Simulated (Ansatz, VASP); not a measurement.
Two plane-wave programs on Cd3TeSe2

```
Cd Te Se
1.0
    -2.24333    2.24333    9.48162
     2.24333   -2.24333    9.48162
     2.24333    2.24333   -9.48162
Cd Te Se
3 1 2
Direct
  0.84132 0.84132 0.00000
  0.50000 0.50000 0.00000
  0.15868 0.15868 0.00000
  0.25000 0.75000 0.50000
  0.57913 0.07913 0.50000
  0.92087 0.42087 0.50000
```

Alike in both runs: functional PBE; k mesh 12 × 12 × 12; occupations gaussian, width 0.02 eV; no spin polarisation.

Ansatz relaxed the structure, and its values are those at the end. VASP's run is a single point on that final structure, the one shown.

|  | VASP | Ansatz |
| --- | --- | --- |
| version | VASP 6.6.1 | Ansatz 0.2.0 |
| potentials or method | VASP PAW PBE potentials, release 64 (Cd, Te, Se), cutoff 520 eV | scalar-relativistic, plane waves, PAW |
| valence electrons in the cell | 54 | 108 |

Ansatz gave:

| Quantity | Value |
| --- | --- |
| gap on the k mesh at the Fermi level (eV) | 0.39 |
| least direct gap on the mesh (eV) | 0.39 |
| pressure (GPa) | 0.0 |
| rms of the force components (eV/Å) | 0.000 |

Which values does VASP return?

gap on the k mesh at the Fermi level (eV): 0.39; least direct gap on the mesh (eV): 0.39; pressure (GPa): 0.2; rms of the force components (eV/Å): 0.003.

The functional is the same, so the differences come from potentials, cutoffs and numerics. VASP's potentials hold 54 valence electrons a cell and Ansatz's 108, so a difference there can come from the potentials and not from the codes.

Neither program's run includes spin-orbit coupling.
